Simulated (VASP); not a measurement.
# Zn2InO (P-4m2) in VASP: further runs

Zn2InO is run at these levels: PBE; tasks: single point.

Program: VASP 6.6.1. These are calculated values, not measurements. Logs are shortened: lines on timing, memory, paths and dates and some standing lists are left out, and cuts for length are marked.

### 1 The cell of the first run

Symmetry: P-4m2, No. 115, tetragonal system. The conventional cell has a = 3.071 Å, b = 3.071 Å, c = 6.790 Å, α = 90.00°, β = 90.00°, γ = 90.00°. Zn (site symmetry 2mm) has 2 O at 1.97 Å and 2 In at 2.65 Å within 2.7 Å. In (site symmetry -4m2) has 4 Zn at 2.65 Å and 4 In at 3.07 Å within 3.5 Å. Within 2.6 Å of O (site symmetry -4m2) lie 4 Zn at 1.97 Å.

### 2 Single point, PBE (16.01 Å³/atom)

Input file INCAR:

```
SYSTEM = Zn2InO
PREC = Accurate
ENCUT = 520
EDIFF = 1E-7
ISMEAR = 0
SIGMA = 0.1
LREAL = .FALSE.
LASPH = .TRUE.
NELM = 100
ALGO = Normal
ISIF = 2
LWAVE = .FALSE.
LCHARG = .TRUE.
GGA = PE
LELF = .TRUE.
LVHAR = .TRUE.
NBANDS = 30
```

Input file KPOINTS:

```
regular mesh
0
G
  14 14 8
  0 0 0
```

Input file POSCAR:

```
Zn2InO
1.0
    3.0707128954      0.0000000000      0.0000000000
    0.0000000000      3.0707128954      0.0000000000
    0.0000000000      0.0000000000      6.7901816655
Zn In O
2 1 1
Direct
    0.5000000000      0.0000000000      0.8188965248
    0.0000000000      0.5000000000      0.1811034752
    0.5000000000      0.5000000000      0.5000000000
    0.0000000000      0.0000000000      0.0000000000
```

Potentials or basis: VASP PAW PBE potentials, release 64 (Zn, In_d, O).

Launch:

```
$ cat potpaw_PBE.64/Zn/POTCAR potpaw_PBE.64/In_d/POTCAR potpaw_PBE.64/O/POTCAR > POTCAR
$ mpirun -np 1 vasp_std > vasp.out
```

OUTCAR:

```text
SYSTEM = Zn2InO
   PREC = Accurate
   ENCUT = 520
   EDIFF = 1E-7
   ISMEAR = 0
   LREAL = .FALSE.
   LASPH = .TRUE.
   NELM = 100
   ISIF = 2
   GGA = PE

 ion  position               nearest neighbor table
   1  0.500  0.000  0.819-   4 1.97   4 1.97   3 2.65   3 2.65
   2  0.000  0.500  0.181-   4 1.97   4 1.97   3 2.65   3 2.65
   3  0.500  0.500  0.500-   1 2.65   2 2.65   1 2.65   2 2.65
   4  0.000  0.000  0.000-   1 1.97   2 1.97   2 1.97   1 1.97

  LATTYP: Found a simple tetragonal cell.
 ALAT       =     3.0707128954
 C/A-ratio  =     2.2112720716

  Lattice vectors:

 A1 = (   3.0707128954,   0.0000000000,   0.0000000000)
 A2 = (   0.0000000000,   3.0707128954,   0.0000000000)
 A3 = (   0.0000000000,   0.0000000000,   6.7901816655)

Analysis of symmetry for initial positions (statically):
=====================================================================
 Subroutine PRICEL returns:
 Original cell was already a primitive cell.

 Routine SETGRP: Setting up the symmetry group for a
 simple tetragonal supercell.

 Subroutine GETGRP returns: Found  8 space group operations
 (whereof  8 operations were pure point group operations)
 out of a pool of 16 trial point group operations.

The static configuration has the point symmetry D_2d.

Analysis of symmetry for dynamics (positions and initial velocities):
=====================================================================
 Subroutine PRICEL returns:
 Original cell was already a primitive cell.

 Routine SETGRP: Setting up the symmetry group for a
 simple tetragonal supercell.

 Subroutine GETGRP returns: Found  8 space group operations
 (whereof  8 operations were pure point group operations)
 out of a pool of 16 trial point group operations.

The dynamic configuration has the point symmetry D_2d.

 Subroutine INISYM returns: Found  8 space group operations
 (whereof  8 operations are pure point group operations),
 and found     1 'primitive' translations

----------------------------------------------------------------------------------------

                                     Primitive cell

  volume of cell :      64.0265

  direct lattice vectors                    reciprocal lattice vectors
     3.070712895  0.000000000  0.000000000     0.325657277  0.000000000  0.000000000
     0.000000000  3.070712895  0.000000000     0.000000000  0.325657277  0.000000000
     0.000000000  0.000000000  6.790181665     0.000000000  0.000000000  0.147271465

  length of vectors
     3.070712895  3.070712895  6.790181665     0.325657277  0.325657277  0.147271465

  position of ions in fractional coordinates (direct lattice)
     0.500000000  0.000000000  0.818896525
     0.000000000  0.500000000  0.181103475
     0.500000000  0.500000000  0.500000000
     0.000000000  0.000000000  0.000000000

  ion indices of the primitive-cell ions
   primitive index   ion index
                 1           1
                 2           2
                 3           3
                 4           4

----------------------------------------------------------------------------------------

 KPOINTS: regular mesh

Automatic generation of k-mesh.
 Grid dimensions read from file:
 generate k-points for:   14   14    8

 Generating k-lattice:

  Cartesian coordinates                     Fractional coordinates (reciprocal lattice)
     0.023261234  0.000000000  0.000000000     0.071428571  0.000000000  0.000000000
     0.000000000  0.023261234  0.000000000     0.000000000  0.071428571  0.000000000
     0.000000000  0.000000000  0.018408933     0.000000000  0.000000000  0.125000000

  Length of vectors
     0.023261234  0.023261234  0.018408933

  Shift w.r.t. Gamma in fractional coordinates (k-lattice)
     0.000000000  0.000000000  0.000000000

 Subroutine IBZKPT returns following result:
 ===========================================

 Found    180 irreducible k-points:

 Following reciprocal coordinates:
            Coordinates               Weight
  0.000000  0.000000  0.000000      1.000000
  0.071429  0.000000  0.000000      4.000000
  0.142857  0.000000  0.000000      4.000000
  0.214286  0.000000  0.000000      4.000000
  0.285714  0.000000  0.000000      4.000000
  0.357143  0.000000  0.000000      4.000000
[... 16 lines left out ...]
  0.285714  0.214286  0.000000      8.000000
  0.357143  0.214286  0.000000      8.000000
 [... further k-points ...]
   k-points           NKPTS =    180   k-points in BZ     NKDIM =    180   number of bands    NBANDS=     30
   number of dos      NEDOS =    301   number of ions     NIONS =      4
   total plane-waves  NPLWV =  31104
   dimension x,y,z NGX =    24 NGY =   24 NGZ =   54
   dimension x,y,z NGXF=    48 NGYF=   48 NGZF=  108
   ions per type =               2   1   1
   NGX,Y,Z   is equivalent  to a cutoff of  12.99, 12.99, 13.22 a.u.
   NGXF,Y,Z  is equivalent  to a cutoff of  25.99, 25.99, 26.44 a.u.
 SYSTEM =  Zn2InO
   PREC   = accura    normal or accurate (medium, high low for compatibility)
   ISTART =      0    job   : 0-new  1-cont  2-samecut
   ICHARG =      2    charge: 1-file 2-atom 10-const
   ISPIN  =      1    spin polarized calculation?
   LNONCOLLINEAR =      F non collinear calculations
   LSORBIT =      F    spin-orbit coupling
   LASPH  =      T    aspherical Exc in radial PAW
   ENCUT  =  520.0 eV  38.22 Ry    6.18 a.u.   5.71  5.71 12.63*2*pi/ulx,y,z
   NELM   =    100;   NELMIN=  2; NELMDL= -5     # of ELM steps
   EDIFF  = 0.1E-06   stopping-criterion for ELM
   LREAL  =      F    real-space projection
   EDIFFG = 0.1E-05   stopping-criterion for IOM
   NSW    =      0    number of steps for IOM
   IBRION =     -1    ionic relax: 0-MD 1-quasi-New 2-CG
   NFREE  =      0    steps in history (QN), initial steepest desc. (CG)
   ISIF   =      2    stress and relaxation
   ISYM   =      2    0-nonsym 1-usesym 2-fastsym
   POTIM  = 0.5000    time-step for ionic-motion
   TEBEG  =    0.0;   TEEND  =   0.0 temperature during run
   PSTRESS=    0.0 pullay stress
   NELECT =      43.0000    total number of electrons
   NUPDOWN=      -1.0000    fix difference up-down
   EMIN   =  10.00;   EMAX   =-10.00  energy-range for DOS
   EFERMI =   0.00;   METHOD = LEGACY
   ISMEAR =     0;   SIGMA  =   0.10  broadening in eV -4-tet -1-fermi 0-gaus
   EFERMI_NEDOS =   21; number of points for ismear=-14 and -15
   IALGO  =     38    algorithm
   IMIX   =      4    mixing-type and parameters
     AMIX     =   0.40;   BMIX     =  1.00
     AMIX_MAG =   1.60;   BMIX_MAG =  1.00
  volume/ion in A,a.u.               =      16.01       108.02
  Fermi-wavevector in a.u.,A,eV,Ry     =   1.433654  2.709213 27.964925  2.055364
  Thomas-Fermi vector in A             =   2.553149
   LORBIT       =      0    0 simple, 1 ext, 2 COOP (PROOUT), +10 PAW based schemes
   GGA     = PE    functional components
   LHFCALC =     F    Hartree Fock is set to
   AEXX    =    0.0000 exact exchange contribution
   IVDW    =     0    specifies the selected vdW correction
   LEPSILON=     F    determine dielectric tensor
   LRPA    =     F    only Hartree local field effects (RPA)
 non-spin polarized calculation
 Gauss-broadening in eV      SIGMA  =   0.10
  energy-cutoff  :      520.00
  volume of cell :       64.03
 maximum number of plane-waves:      1746
 NGX is ok and might be reduce to    24
   NGX = 11   NGY = 11   NGZ = 25

 number of electron      42.9999959 magnetization

 Free energy of the ion-electron system (eV)
  ---------------------------------------------------
  ext. energy  EPLUGINS =         0.00000000
  ---------------------------------------------------
  free energy    TOTEN  =       -11.92876537 eV

  energy without entropy =      -11.92434593  energy(sigma->0) =      -11.92655565

 E-fermi :   4.7745     XC(G=0): -10.8613

 val. band max:        4.7715713182   @ k =   0.4286   0.4286   0.0000
 cond. band min:       4.7746856326   @ k =   0.4286   0.4286   0.1250
 fundamental gap:      0.0031143145
 Fermi energy:         4.7744528254

 k-point     1 :       0.0000    0.0000    0.0000
  band No.  band energies     occupation
      1     -14.7736      2.00000
      2     -10.2016      2.00000
      3      -9.8913      2.00000
      4      -9.5985      2.00000
      5      -9.5985      2.00000
      6      -9.5000      2.00000
[... 22 lines left out ...]
     29      14.8663      0.00000
     30      15.9923      0.00000

 k-point     2 :       0.0714    0.0000    0.0000
  band No.  band energies     occupation
      1     -14.7572      2.00000
      2     -10.1831      2.00000
      3      -9.8813      2.00000
      4      -9.6136      2.00000
      5      -9.5973      2.00000
      6      -9.5096      2.00000
[... 22 lines left out ...]
     29      15.1451      0.00000
     30      16.0862      0.00000

 k-point     3 :       0.1429    0.0000    0.0000
  band No.  band energies     occupation
      1     -14.7108      2.00000
      2     -10.1363      2.00000
      3      -9.8490      2.00000
      4      -9.6551      2.00000
      5      -9.5939      2.00000
      6      -9.5363      2.00000
[... 22 lines left out ...]
     29      15.1685      0.00000
     30      15.6129      0.00000

 k-point     4 :       0.2143    0.0000    0.0000
  band No.  band energies     occupation
      1     -14.6427      2.00000
      2     -10.0824      2.00000
      3      -9.7899      2.00000
      4      -9.7133      2.00000
      5      -9.5890      2.00000
      6      -9.5747      2.00000
[... 22 lines left out ...]
     29      15.5294      0.00000
     30      15.8593      0.00000

 k-point     5 :       0.2857    0.0000    0.0000
  band No.  band energies     occupation
      1     -14.5652      2.00000
      2     -10.0397      2.00000
      3      -9.7803      2.00000
      4      -9.7041      2.00000
      5      -9.6170      2.00000
      6      -9.5835      2.00000
[... 22 lines left out ...]
     29      16.0012      0.00000
     30      16.2300      0.00000
[... 526 lines left out ...]
     29      15.1879      0.00000
     30      15.4396      0.00000

 k-point    22 :       0.2143    0.2143    0.0000
  band No.  band energies     occupation
      1     -14.5202      2.00000
      2      -9.8895      2.00000
      3      -9.7562      2.00000
      4      -9.7074      2.00000
      5      -9.6909      2.00000
      6      -9.6649      2.00000
[... 22 lines left out ...]
     29      14.6171      0.00000
     30      15.0708      0.00000

 k-point    23 :       0.2857    0.2143    0.0000
  band No.  band energies     occupation
      1     -14.4480      2.00000
      2      -9.8216      2.00000
      3      -9.7623      2.00000
      4      -9.7246      2.00000
      5      -9.6909      2.00000
      6      -9.6834      2.00000
[... 22 lines left out ...]
     29      14.1396      0.00000
     30      15.2805      0.00000

 k-point    24 :       0.3571    0.2143    0.0000
  band No.  band energies     occupation
      1     -14.3815      2.00000
      2      -9.8207      2.00000
      3      -9.7914      2.00000
      4      -9.7635      2.00000
      5      -9.6840      2.00000
      6      -9.5982      2.00000
[... 22 lines left out ...]
     29      14.0953      0.00000
     30      14.6887      0.00000

 [... further k-points ...]

------------------------ aborting loop because EDIFF is reached ----------------------------------------

  FORCE on cell =-STRESS in cart. coord.  units (eV):
  Direction    XX          YY          ZZ          XY          YZ          ZX
  --------------------------------------------------------------------------------------
  -------------------------------------------------------------------------------------
  Total        2.9974599      2.9974599      3.0564083      0.0000000      0.0000000     -0.0000000
  in kB       75.0074065     75.0074065     76.4825110      0.0000000      0.0000000     -0.0000000
  external PRESSURE =      75.4991080 kB  Pullay stress =       0.0000000 kB

 VOLUME and BASIS-vectors are now :
 -----------------------------------------------------------------------------
  energy-cutoff  :      520.00
  volume of cell :       64.03
      direct lattice vectors                 reciprocal lattice vectors
     3.070712895  0.000000000  0.000000000     0.325657277  0.000000000  0.000000000
     0.000000000  3.070712895  0.000000000     0.000000000  0.325657277  0.000000000
     0.000000000  0.000000000  6.790181665     0.000000000  0.000000000  0.147271465

 POSITION                                       TOTAL-FORCE (eV/Angst)
 -----------------------------------------------------------------------------------
      1.53536      0.00000      5.56046        -0.000000     -0.000000     -0.075780
      0.00000      1.53536      1.22973         0.000000     -0.000000      0.075780
      1.53536      1.53536      3.39509         0.000000      0.000000      0.000000
      0.00000      0.00000      0.00000         0.000000     -0.000000      0.000000
 -----------------------------------------------------------------------------------
    total drift:                                0.000000      0.000000      0.000000

  FREE ENERGIE OF THE ION-ELECTRON SYSTEM (eV)
  ---------------------------------------------------
  free  energy   TOTEN  =       -11.9287653691 eV

  energy  without entropy=      -11.9243459293  energy(sigma->0) =      -11.92655565
```

It took 5.2 min on 1 thread of Intel Xeon 8259CL, shared host; peak memory 0.4 GiB.

Results:

| Item | Value |
| --- | --- |
| Free energy | -11.9288 eV |
| Pressure | 7.5 GPa |
| Largest force | 0.076 eV/Å |
| Band gap on the k mesh | zero (an odd number of electrons rules out a gap without spin polarisation) |

Forces in eV/Å, atoms in the order of the input:
```
Zn   0.000  0.000 -0.076
Zn   0.000  0.000  0.076
In   0.000  0.000  0.000
O    0.000  0.000  0.000
```

Caveat: the cell stands under pressure; spin-orbit coupling is left out, which moves the levels of the heavy elements.

[end of part 1 of 2]
